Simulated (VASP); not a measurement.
# ScCr3 (I4/mmm) in VASP: single point with r2SCAN

Aim: the single point of ScCr3 with r2SCAN.

Everything below comes from runs of VASP 6.6.1. Logs are shortened: lines on timing, memory, paths and dates and some standing lists are left out, and cuts for length are marked.

**1. The cell of the first run**

Symmetry: I4/mmm, No. 139, tetragonal system. The conventional cell has a = 3.760 Å, b = 3.760 Å, c = 8.359 Å, α = 90.00°, β = 90.00°, γ = 90.00°. Within 3.5 Å of Sc (site symmetry 4/mmm) lie 12 Cr at 2.66 to 2.81 Å. Cr (site symmetry 4/mmm) has 4 Sc at 2.66 Å and 8 Cr at 2.81 Å within 3.5 Å. Within 3.5 Å of Cr (site symmetry -4m2) lie 8 Cr at 2.66 to 2.81 Å and 4 Sc at 2.81 Å.

**2. Single point, r2SCAN**

Input file POSCAR:

```
ScCr3
1.0
    0.0000000000      3.7595080000      0.0000000000
    3.7595080000      0.0000000000      0.0000000000
    1.8797540000      1.8797540000     -4.1792860000
Sc Cr
1 3
Direct
    0.5000000000      0.5000000000      0.0000000000
    0.0000000000      0.0000000000      0.0000000000
    0.7500000000      0.2500000000      0.5000000000
    0.2500000000      0.7500000000      0.5000000000
```

Input file INCAR.step1:

```
  PREC = Accurate
  ENCUT = 520
  ISMEAR = -1
  SIGMA = 0.1
  LREAL = F
  LASPH = T
  NELM = 60
  NBANDS = 32
  GGA = PE
  ALGO = Normal
  EDIFF = 1E-4
  LWAVE = T
  LCHARG = F
```

Input file INCAR.step2:

```
  PREC = Accurate
  ENCUT = 520
  EDIFF = 1E-7
  ISMEAR = -1
  SIGMA = 0.1
  LREAL = F
  LASPH = T
  NELM = 60
  ALGO = Normal
  ISIF = 2
  LWAVE = F
  LCHARG = F
  METAGGA = R2SCAN
  LMIXTAU = T
  NBANDS = 32
  ISTART = 1
```

Input file KPOINTS:

```
Automatic mesh
0
Gamma
  10 10 10
```

Potentials or basis: VASP PAW PBE potentials, release 64 (Sc_sv, Cr_pv).

Launch:

```
$ cat potpaw_PBE.64/Sc_sv/POTCAR potpaw_PBE.64/Cr_pv/POTCAR > POTCAR
$ cp INCAR.step1 INCAR
$ mpirun -np 1 vasp_std > vasp.out
$ cp INCAR.step2 INCAR
$ mpirun -np 1 vasp_std > vasp.out
```

OUTCAR:

```text
PREC = Accurate
   ENCUT = 520
   EDIFF = 1E-7
   ISMEAR = -1
   LREAL = F
   LASPH = T
   NELM = 60
   ISIF = 2
   METAGGA = R2SCAN
   ISTART = 1

 ion  position               nearest neighbor table
   1  0.500  0.500  0.000-   2 2.66   2 2.66   2 2.66   2 2.66   4 2.81   3 2.81   4 2.81   3 2.81
                             4 2.81   4 2.81   3 2.81   3 2.81
   2  0.000  0.000  0.000-   1 2.66   1 2.66   1 2.66   1 2.66   4 2.81   3 2.81   4 2.81   4 2.81
                             3 2.81   3 2.81   4 2.81   3 2.81
   3  0.750  0.250  0.500-   4 2.66   4 2.66   4 2.66   4 2.66   1 2.81   1 2.81   2 2.81   1 2.81
                             2 2.81   2 2.81   1 2.81   2 2.81
   4  0.250  0.750  0.500-   3 2.66   3 2.66   3 2.66   3 2.66   2 2.81   1 2.81   2 2.81   2 2.81
                             1 2.81   1 2.81   1 2.81   2 2.81

  LATTYP: Found a body centered tetragonal cell.
 ALAT       =     3.7595080000
 C/A-ratio  =     2.2233153913

  Lattice vectors:

 A1 = (  -1.8797540000,   1.8797540000,   4.1792860000)
 A2 = (   1.8797540000,  -1.8797540000,   4.1792860000)
 A3 = (   1.8797540000,   1.8797540000,  -4.1792860000)

Analysis of symmetry for initial positions (statically):
=====================================================================
 Subroutine PRICEL returns:
 Original cell was already a primitive cell.

 Routine SETGRP: Setting up the symmetry group for a
 body centered tetragonal supercell.

 Subroutine GETGRP returns: Found 16 space group operations
 (whereof 16 operations were pure point group operations)
 out of a pool of 16 trial point group operations.

The static configuration has the point symmetry D_4h.

Analysis of symmetry for dynamics (positions and initial velocities):
=====================================================================
 Subroutine PRICEL returns:
 Original cell was already a primitive cell.

 Routine SETGRP: Setting up the symmetry group for a
 body centered tetragonal supercell.

 Subroutine GETGRP returns: Found 16 space group operations
 (whereof 16 operations were pure point group operations)
 out of a pool of 16 trial point group operations.

The dynamic configuration has the point symmetry D_4h.

 Subroutine INISYM returns: Found 16 space group operations
 (whereof 16 operations are pure point group operations),
 and found     1 'primitive' translations

----------------------------------------------------------------------------------------

                                     Primitive cell

  volume of cell :      59.0696

  direct lattice vectors                    reciprocal lattice vectors
     0.000000000  3.759508000  0.000000000     0.000000000  0.265992252  0.119637661
     3.759508000  0.000000000  0.000000000     0.265992252  0.000000000  0.119637661
     1.879754000  1.879754000 -4.179286000     0.000000000  0.000000000 -0.239275321

  length of vectors
     3.759508000  3.759508000  4.953118378     0.291659130  0.291659130  0.239275321

  position of ions in fractional coordinates (direct lattice)
     0.500000000  0.500000000  0.000000000
     0.000000000  0.000000000  0.000000000
     0.750000000  0.250000000  0.500000000
     0.250000000  0.750000000  0.500000000

  ion indices of the primitive-cell ions
   primitive index   ion index
                 1           1
                 2           2
                 3           3
                 4           4

----------------------------------------------------------------------------------------

 KPOINTS: Automatic mesh

Automatic generation of k-mesh.
 Grid dimensions read from file:
 generate k-points for:   10   10   10

 Generating k-lattice:

  Cartesian coordinates                     Fractional coordinates (reciprocal lattice)
     0.000000000  0.026599225  0.011963766     0.100000000  0.000000000  0.000000000
     0.026599225  0.000000000  0.011963766     0.000000000  0.100000000  0.000000000
     0.000000000  0.000000000 -0.023927532     0.000000000  0.000000000  0.100000000

  Length of vectors
     0.029165913  0.029165913  0.023927532

  Shift w.r.t. Gamma in fractional coordinates (k-lattice)
     0.000000000  0.000000000  0.000000000

 Subroutine IBZKPT returns following result:
 ===========================================

 Found    102 irreducible k-points:

 Following reciprocal coordinates:
            Coordinates               Weight
  0.000000  0.000000  0.000000      1.000000
  0.100000  0.000000  0.000000      8.000000
  0.200000  0.000000  0.000000      8.000000
  0.300000  0.000000  0.000000      8.000000
  0.400000  0.000000 -0.000000      8.000000
  0.500000  0.000000  0.000000      4.000000
[... 16 lines left out ...]
  0.300000  0.300000  0.000000      8.000000
  0.400000  0.300000  0.000000     16.000000
 [... further k-points ...]
   k-points           NKPTS =    102   k-points in BZ     NKDIM =    102   number of bands    NBANDS=     32
   number of dos      NEDOS =    301   number of ions     NIONS =      4
   total plane-waves  NPLWV =  31360
   dimension x,y,z NGX =    28 NGY =   28 NGZ =   40
   dimension x,y,z NGXF=    56 NGYF=   56 NGZF=   80
   ions per type =               1   3
   NGX,Y,Z   is equivalent  to a cutoff of  12.38, 12.38, 13.43 a.u.
   NGXF,Y,Z  is equivalent  to a cutoff of  24.76, 24.76, 26.85 a.u.
 SYSTEM =  unknown system
   PREC   = accura    normal or accurate (medium, high low for compatibility)
   ISTART =      1    job   : 0-new  1-cont  2-samecut
   ICHARG =      0    charge: 1-file 2-atom 10-const
   ISPIN  =      1    spin polarized calculation?
   LNONCOLLINEAR =      F non collinear calculations
   LSORBIT =      F    spin-orbit coupling
   LASPH  =      T    aspherical Exc in radial PAW
   ENCUT  =  520.0 eV  38.22 Ry    6.18 a.u.   6.99  6.99  9.21*2*pi/ulx,y,z
   NELM   =     60;   NELMIN=  2; NELMDL=  0     # of ELM steps
   EDIFF  = 0.1E-06   stopping-criterion for ELM
   LREAL  =      F    real-space projection
   EDIFFG = 0.1E-05   stopping-criterion for IOM
   NSW    =      0    number of steps for IOM
   IBRION =     -1    ionic relax: 0-MD 1-quasi-New 2-CG
   NFREE  =      0    steps in history (QN), initial steepest desc. (CG)
   ISIF   =      2    stress and relaxation
   ISYM   =      2    0-nonsym 1-usesym 2-fastsym
   POTIM  = 0.5000    time-step for ionic-motion
   TEBEG  =    0.0;   TEEND  =   0.0 temperature during run
   PSTRESS=    0.0 pullay stress
   NELECT =      47.0000    total number of electrons
   NUPDOWN=      -1.0000    fix difference up-down
   EMIN   =  10.00;   EMAX   =-10.00  energy-range for DOS
   EFERMI =   0.00;   METHOD = LEGACY
   ISMEAR =    -1;   SIGMA  =   0.10  broadening in eV -4-tet -1-fermi 0-gaus
   EFERMI_NEDOS =   21; number of points for ismear=-14 and -15
   IALGO  =     38    algorithm
   IMIX   =      4    mixing-type and parameters
     AMIX     =   0.40;   BMIX     =  1.00
     AMIX_MAG =   1.60;   BMIX_MAG =  1.00
  volume/ion in A,a.u.               =      14.77        99.66
  Fermi-wavevector in a.u.,A,eV,Ry     =   1.517002  2.866718 31.311009  2.301294
  Thomas-Fermi vector in A             =   2.626316
   LORBIT       =      0    0 simple, 1 ext, 2 COOP (PROOUT), +10 PAW based schemes
   METAGGA = R2SCAN    functional components
   LHFCALC =     F    Hartree Fock is set to
   AEXX    =    0.0000 exact exchange contribution
   IVDW    =     0    specifies the selected vdW correction
   LEPSILON=     F    determine dielectric tensor
   LRPA    =     F    only Hartree local field effects (RPA)
 non-spin polarized calculation
  energy-cutoff  :      520.00
  volume of cell :       59.07
 maximum number of plane-waves:      1612
   NGX = 13   NGY = 13   NGZ = 19

 number of electron      47.0000020 magnetization

 Free energy of the ion-electron system (eV)
  ---------------------------------------------------
  ext. energy  EPLUGINS =         0.00000000
  ---------------------------------------------------
  free energy    TOTEN  =       -53.00752434 eV

  energy without entropy =      -52.81627408  energy(sigma->0) =      -52.91189921

 E-fermi :   7.5924     XC(G=0): -13.3118

 val. band max:        7.5887355908   @ k =   0.5000   0.5000   0.1000
 cond. band min:       7.5928097890   @ k =   0.5000   0.5000   0.2000
 fundamental gap:      0.0040741982
 Fermi energy:         7.5923906583

 k-point     1 :       0.0000    0.0000    0.0000
  band No.  band energies     occupation
      1     -42.6387      2.00000
      2     -37.0025      2.00000
      3     -37.0025      2.00000
      4     -36.9844      2.00000
      5     -36.8132      2.00000
      6     -36.7386      2.00000
[... 24 lines left out ...]
     31      10.6216      0.00000
     32      10.8354      0.00000

 k-point     2 :       0.1000    0.0000    0.0000
  band No.  band energies     occupation
      1     -42.6388      2.00000
      2     -37.0039      2.00000
      3     -36.9959      2.00000
      4     -36.9723      2.00000
      5     -36.8191      2.00000
      6     -36.7439      2.00000
[... 24 lines left out ...]
     31      10.6882      0.00000
     32      10.8300      0.00000

 k-point     3 :       0.2000    0.0000    0.0000
  band No.  band energies     occupation
      1     -42.6393      2.00000
      2     -36.9972      2.00000
      3     -36.9767      2.00000
      4     -36.9483      2.00000
      5     -36.8316      2.00000
      6     -36.7603      2.00000
[... 24 lines left out ...]
     31      10.7494      0.00000
     32      10.8478      0.00000

 k-point     4 :       0.3000    0.0000    0.0000
  band No.  band energies     occupation
      1     -42.6398      2.00000
      2     -36.9783      2.00000
      3     -36.9467      2.00000
      4     -36.9220      2.00000
      5     -36.8430      2.00000
      6     -36.7879      2.00000
[... 24 lines left out ...]
     31      10.3548      0.00000
     32      10.8504      0.00000

 k-point     5 :       0.4000    0.0000   -0.0000
  band No.  band energies     occupation
      1     -42.6403      2.00000
      2     -36.9514      2.00000
      3     -36.9090      2.00000
      4     -36.8986      2.00000
      5     -36.8486      2.00000
      6     -36.8284      2.00000
[... 584 lines left out ...]
     31      10.3655      0.00000
     32      10.6949      0.00000

 k-point    22 :      -0.2000    0.2000    0.0000
  band No.  band energies     occupation
      1     -42.6383      2.00000
      2     -37.0379      2.00000
      3     -36.9379      2.00000
      4     -36.8946      2.00000
      5     -36.8501      2.00000
      6     -36.8354      2.00000
[... 24 lines left out ...]
     31      10.7192      0.00000
     32      10.8461      0.00000

 k-point    23 :       0.3000    0.3000    0.0000
  band No.  band energies     occupation
      1     -42.6371      2.00000
      2     -37.0422      2.00000
      3     -36.9621      2.00000
      4     -36.8886      2.00000
      5     -36.8529      2.00000
      6     -36.8025      2.00000
[... 24 lines left out ...]
     31       9.9446      0.00000
     32      10.7451      0.00000

 k-point    24 :       0.4000    0.3000    0.0000
  band No.  band energies     occupation
      1     -42.6358      2.00000
      2     -37.0388      2.00000
      3     -37.0029      2.00000
      4     -36.8909      2.00000
      5     -36.8538      2.00000
      6     -36.7637      2.00000
[... 24 lines left out ...]
     31       9.7720      0.00000
     32      10.7247      0.00000

 [... further k-points ...]
[... 5 lines left out ...]
  --------------------------------------------------------------------------------------
  -------------------------------------------------------------------------------------
  Total       -4.8168414     -4.8168414     -0.9258216      0.0000000     -0.0000000      0.0000000
  in kB     -130.6498192   -130.6498192    -25.1115633      0.0000000     -0.0000000      0.0000000
  external PRESSURE =     -95.4704006 kB  Pullay stress =       0.0000000 kB

 VOLUME and BASIS-vectors are now :
 -----------------------------------------------------------------------------
  energy-cutoff  :      520.00
  volume of cell :       59.07
      direct lattice vectors                 reciprocal lattice vectors
     0.000000000  3.759508000  0.000000000     0.000000000  0.265992252  0.119637661
     3.759508000  0.000000000  0.000000000     0.265992252  0.000000000  0.119637661
     1.879754000  1.879754000 -4.179286000     0.000000000  0.000000000 -0.239275321

 POSITION                                       TOTAL-FORCE (eV/Angst)
 -----------------------------------------------------------------------------------
      1.87975      1.87975      0.00000        -0.000000      0.000000      0.000000
      0.00000      0.00000      0.00000        -0.000000      0.000000      0.000000
      1.87975      3.75951     -2.08964         0.000000     -0.000000      0.000000
      3.75951      1.87975     -2.08964        -0.000000      0.000000      0.000000
 -----------------------------------------------------------------------------------
    total drift:                                0.000000      0.000000      0.000000

  FREE ENERGIE OF THE ION-ELECTRON SYSTEM (eV)
  ---------------------------------------------------
  free  energy   TOTEN  =       -53.0075243397 eV

  energy  without entropy=      -52.8162740823  energy(sigma->0) =      -52.91189921
```

It took 15 min on 1 thread of Intel Xeon Platinum 8259CL at 2.50GHz (Skylake/Cascade Lake), shared host; peak memory 0.3 GiB.

Results:

```yaml
Free_energy: -53.0075 eV
Pressure: -9.5 GPa
Band_gap_on_the_k_mesh: zero (an odd number of electrons rules out a gap without spin polarisation)
```

Stress tensor (GPa, compression positive):
```
-13.06   0.00   0.00
  0.00 -13.06   0.00
  0.00   0.00  -2.51
```

Caveat: the stress differs along the axes, from -13 to -3 GPa; the PAW data sets were made with another functional, which shifts forces and pressure a little; the run has no spin polarisation, though such a crystal can be magnetic. Spin polarisation is off, so any magnetic state and its effect on volume and gap are missing.
